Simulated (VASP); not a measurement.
# Cl (Cmce) in VASP: a series of runs, part 2 of 2

VASP 6.6.1. Earlier steps stand in the parts before.

## 3. Single point, PBE (uniaxial x strain +5.4%)

The input, INCAR:

```
SYSTEM = Cl
PREC = Accurate
ENCUT = 520
EDIFF = 1E-6
ISMEAR = -1
SIGMA = 0.02
LREAL = .FALSE.
LASPH = .TRUE.
NELM = 100
ALGO = Normal
ISIF = 2
LWAVE = .FALSE.
LCHARG = .TRUE.
GGA = PE
LELF = .TRUE.
LVHAR = .TRUE.
NBANDS = 22
```

The input, KPOINTS:

```
regular mesh
0
G
  8 8 4
  0 0 0
```

The input, POSCAR:

```
Cl
1.0
    3.2930622002     -2.0072451654      0.0000000000
    3.2930622002      2.0072451654      0.0000000000
    0.0000000000      0.0000000000      8.1465600416
Cl
4
Direct
    0.8755994441      0.1244005559      0.6075399435
    0.1244005559      0.8755994441      0.3924600565
    0.6244005559      0.3755994441      0.1075399435
    0.3755994441      0.6244005559      0.8924600565
```

Potentials or basis: VASP PAW PBE potentials, release 64 (Cl).

Run with:

```sh
cat potpaw_PBE.64/Cl/POTCAR > POTCAR
mpirun -np 1 vasp_std > vasp.out
```

OUTCAR:

```text
SYSTEM = Cl
   PREC = Accurate
   ENCUT = 520
   EDIFF = 1E-6
   ISMEAR = -1
   LREAL = .FALSE.
   LASPH = .TRUE.
   NELM = 100
   ISIF = 2
   GGA = PE

 ion  position               nearest neighbor table
   1  0.876  0.124  0.608-   2 2.02
   2  0.124  0.876  0.392-   1 2.02
   3  0.624  0.376  0.108-   4 2.02
   4  0.376  0.624  0.892-   3 2.02

  LATTYP: Found a base centered orthorhombic cell.
 ALAT       =     4.0144903308
 B/A-ratio  =     1.6405879346
[... 798 lines left out ...]

  FORCE on cell =-STRESS in cart. coord.  units (eV):
  Direction    XX          YY          ZZ          XY          YZ          ZX
  --------------------------------------------------------------------------------------
  -------------------------------------------------------------------------------------
  Total        0.8467532      0.9490571      0.8895409      0.0000000      0.0000000      0.0000000
  in kB       12.5968750     14.1188175     13.2334131      0.0000000      0.0000000      0.0000000
  external PRESSURE =      13.3163685 kB  Pullay stress =       0.0000000 kB

 VOLUME and BASIS-vectors are now :
 -----------------------------------------------------------------------------
  energy-cutoff  :      520.00
  volume of cell :      107.70
      direct lattice vectors                 reciprocal lattice vectors
     3.293062200 -2.007245165  0.000000000     0.151834363 -0.249097623  0.000000000
     3.293062200  2.007245165  0.000000000     0.151834363  0.249097623  0.000000000
     0.000000000  0.000000000  8.146560042     0.000000000  0.000000000  0.122751197

 POSITION                                       TOTAL-FORCE (eV/Angst)
 -----------------------------------------------------------------------------------
      3.29306     -1.50784      4.94936         0.000000     -0.000552      0.047460
      3.29306      1.50784      3.19720         0.000000      0.000552     -0.047460
      3.29306     -0.49940      0.87608         0.000000      0.000552      0.047460
      3.29306      0.49940      7.27048         0.000000     -0.000552     -0.047460
 -----------------------------------------------------------------------------------
    total drift:                                0.000000      0.000000      0.000000

  FREE ENERGIE OF THE ION-ELECTRON SYSTEM (eV)
  ---------------------------------------------------
  free  energy   TOTEN  =        -7.2996233640 eV

  energy  without entropy=       -7.2996233640  energy(sigma->0) =       -7.29962336
```

Wall time 2 min (1 thread of Oxide Virtual Turin-like, shared host); peak memory 0.24 GiB.

Results:

```yaml
Free_energy: -7.2996 eV
Pressure: 1.3 GPa
Largest_force: 0.047 eV/Å
Band_gap_on_the_k_mesh: 2.26 eV
```

Forces in eV/Å, atoms in the order of the input:
```
Cl   0.000 -0.001  0.047
Cl   0.000  0.001 -0.047
Cl   0.000  0.001  0.047
Cl   0.000 -0.001 -0.047
```

Caveat: the cell differs from its parent crystal (uniaxial x strain +5.4%); this functional lacks dispersion, which holds the molecules together, so the pressure and a relaxed volume are unreliable.

## 4. Single point, r2SCAN (epitaxial xy strain -1.0%)

The input, POSCAR:

```
Cl
1.0
    3.0952346997     -1.9879756119      0.0000000000
    3.0952346997      1.9879756119      0.0000000000
    0.0000000000      0.0000000000      8.1856635298
Cl
4
Direct
    0.8765148435      0.1234851565      0.6075180944
    0.1234851565      0.8765148435      0.3924819056
    0.6234851565      0.3765148435      0.1075180944
    0.3765148435      0.6234851565      0.8924819056
```

The input, INCAR.step1:

```
  PREC = Accurate
  ENCUT = 520
  ISMEAR = 0
  SIGMA = 0.01
  LREAL = False
  LASPH = True
  NELM = 100
  NBANDS = 22
  GGA = PE
  ALGO = Normal
  EDIFF = 1E-4
  LWAVE = True
  LCHARG = False
```

The input, INCAR.step2:

```
  PREC = Accurate
  ENCUT = 520
  EDIFF = 1E-6
  ISMEAR = 0
  SIGMA = 0.01
  LREAL = False
  LASPH = True
  NELM = 100
  ALGO = Normal
  ISIF = 2
  LWAVE = False
  LCHARG = False
  METAGGA = R2SCAN
  LMIXTAU = True
  NBANDS = 22
  ISTART = 1
```

The input, KPOINTS:

```
Automatic mesh
0
Gamma
  8 8 4
```

Run with:

```sh
cat potpaw_PBE.64/Cl/POTCAR > POTCAR
cp INCAR.step1 INCAR
mpirun -np 1 vasp_std > vasp.out
cp INCAR.step2 INCAR
mpirun -np 1 vasp_std > vasp.out
```

It took 8.7 min on 1 thread of Oxide Virtual Turin-like, shared host; peak memory 0.23 GiB.

Results (log left out):

```
Free energy            : -24.5664 eV
Pressure               : 0.4 GPa
Largest force          : 0.234 eV/Å
Band gap on the k mesh : 2.53 eV
```

Forces on the atoms (eV/Å):
```
Cl   0.000 -0.115 -0.203
Cl   0.000  0.115  0.203
Cl   0.000  0.115 -0.203
Cl   0.000 -0.115  0.203
```

Stress tensor (GPa, compression positive):
```
 1.07  0.00  0.00
 0.00  0.61  0.00
 0.00  0.00 -0.37
```

Levels at points of the mesh, in eV from the valence-band top:
```
           k point  band 11  band 12  band 13  band 14  band 15  band 16  band 17  band 18
(0.00, 0.00, 0.00)    -0.99    -0.46    -0.11     0.00     2.53     3.59     7.77     7.79
(0.50, 0.00, 0.00)    -1.06    -1.06    -0.32    -0.32     3.29     3.29     8.59     8.59
(0.50, 0.50, 0.00)    -1.73    -1.26    -0.55    -0.35     2.61     3.31     8.80     8.84
(0.00, 0.00, 0.50)    -0.87    -0.87    -0.06    -0.06     3.01     3.01     8.09     8.09
(0.50, 0.00, 0.50)    -0.77    -0.77    -0.10    -0.10     2.96     2.96     8.90     8.90
(0.50, 0.50, 0.50)    -1.03    -1.03    -1.00    -1.00     2.91     2.91     9.43     9.43
```

Caveat: the cell differs from its parent crystal (epitaxial xy strain -1.0%); the PAW data sets were made with another functional, which shifts forces and pressure a little.

## 5. Single point, r2SCAN (uniaxial x strain +5.4%)

The input, POSCAR:

```
Cl
1.0
    3.2930622002     -2.0072451654      0.0000000000
    3.2930622002      2.0072451654      0.0000000000
    0.0000000000      0.0000000000      8.1465600416
Cl
4
Direct
    0.8755994441      0.1244005559      0.6075399435
    0.1244005559      0.8755994441      0.3924600565
    0.6244005559      0.3755994441      0.1075399435
    0.3755994441      0.6244005559      0.8924600565
```

The input, INCAR.step1:

```
PREC = Accurate
ENCUT = 520
ISMEAR = 0
SIGMA = 0.01
LREAL = F
LASPH = T
NELM = 60
NBANDS = 22
GGA = PE
ALGO = Normal
EDIFF = 1E-4
LWAVE = T
LCHARG = F
```

The input, INCAR.step2:

```
PREC = Accurate
ENCUT = 520
EDIFF = 1E-6
ISMEAR = 0
SIGMA = 0.01
LREAL = F
LASPH = T
NELM = 60
ALGO = Normal
ISIF = 2
LWAVE = F
LCHARG = F
METAGGA = R2SCAN
LMIXTAU = T
NBANDS = 22
ISTART = 1
```

KPOINTS is that of step 4.

Run with:

```sh
cat potpaw_PBE.64/Cl/POTCAR > POTCAR
cp INCAR.step1 INCAR
mpirun -np 1 vasp_std > vasp.out
cp INCAR.step2 INCAR
mpirun -np 1 vasp_std > vasp.out
```

It took 16 min on 1 thread of Oxide Virtual Turin-like, shared host; peak memory 0.25 GiB.

The run converged. Its results:

* Free energy: -24.5898 eV
* Pressure: -0.1 GPa
* Largest force: 0.227 eV/Å
* Band gap on the k mesh: 2.61 eV

Forces in eV/Å, atoms in the order of the input:
```
Cl   0.000 -0.114 -0.196
Cl   0.000  0.114  0.196
Cl   0.000  0.114 -0.196
Cl   0.000 -0.114  0.196
```

Stress tensor (GPa, compression positive):
```
-0.05  0.00  0.00
 0.00  0.12  0.00
 0.00  0.00 -0.37
```

Levels at points of the mesh, in eV from the valence-band top:
```csv
k point,band 11,band 12,band 13,band 14,band 15,band 16,band 17,band 18
"(0.00, 0.00, 0.00)",-0.99,-0.43,-0.23,0.00,2.61,3.55,7.44,7.75
"(0.50, 0.00, 0.00)",-0.90,-0.90,-0.36,-0.36,3.34,3.34,8.52,8.52
"(0.50, 0.50, 0.00)",-1.50,-1.17,-0.48,-0.22,2.68,3.37,8.96,8.97
"(0.00, 0.00, 0.50)",-0.86,-0.86,-0.11,-0.11,3.02,3.02,7.86,7.86
"(0.50, 0.00, 0.50)",-0.65,-0.65,-0.10,-0.10,3.03,3.03,8.82,8.82
"(0.50, 0.50, 0.50)",-0.95,-0.95,-0.82,-0.82,2.97,2.97,9.59,9.59
```

Caveat: the cell differs from its parent crystal (uniaxial x strain +5.4%); the PAW data sets were made with another functional, which shifts forces and pressure a little.

## 6. Summary

| level | cell | smearing | gap on the mesh (eV) | pressure (GPa) | largest force (eV/Å) |
| --- | --- | --- | --- | --- | --- |
| PBE | a = 3.679, b = 3.679, c = 8.186 Å, angles 90.0, 90.0, 65.4°, 4 atoms, epitaxial xy strain -1.0% | fermi-dirac 0.02 eV | 2.18 | 2.0 | 0.04 |
| PBE | a = 3.857, b = 3.857, c = 8.147 Å, angles 90.0, 90.0, 62.7°, 4 atoms, uniaxial x strain +5.4% | fermi-dirac 0.02 eV | 2.26 | 1.3 | 0.05 |
| r2SCAN | a = 3.679, b = 3.679, c = 8.186 Å, angles 90.0, 90.0, 65.4°, 4 atoms, epitaxial xy strain -1.0% | gaussian 0.01 eV | 2.53 | 0.4 | 0.23 |
| r2SCAN | a = 3.857, b = 3.857, c = 8.147 Å, angles 90.0, 90.0, 62.7°, 4 atoms, uniaxial x strain +5.4% | gaussian 0.01 eV | 2.61 | -0.1 | 0.23 |

Alike in all rows: task single point; potentials or basis VASP PAW PBE potentials, release 64 (Cl); no spin polarisation; k mesh 8 × 8 × 4; cutoff (eV) 520.

Caveats: this functional lacks dispersion, which holds the molecules together, so the pressure and a relaxed volume are unreliable (at least some runs); the PAW data sets were made with another functional, which shifts forces and pressure a little (at least some runs).

Total energies depend on the potentials used, so only differences within one code and one set of settings carry meaning.
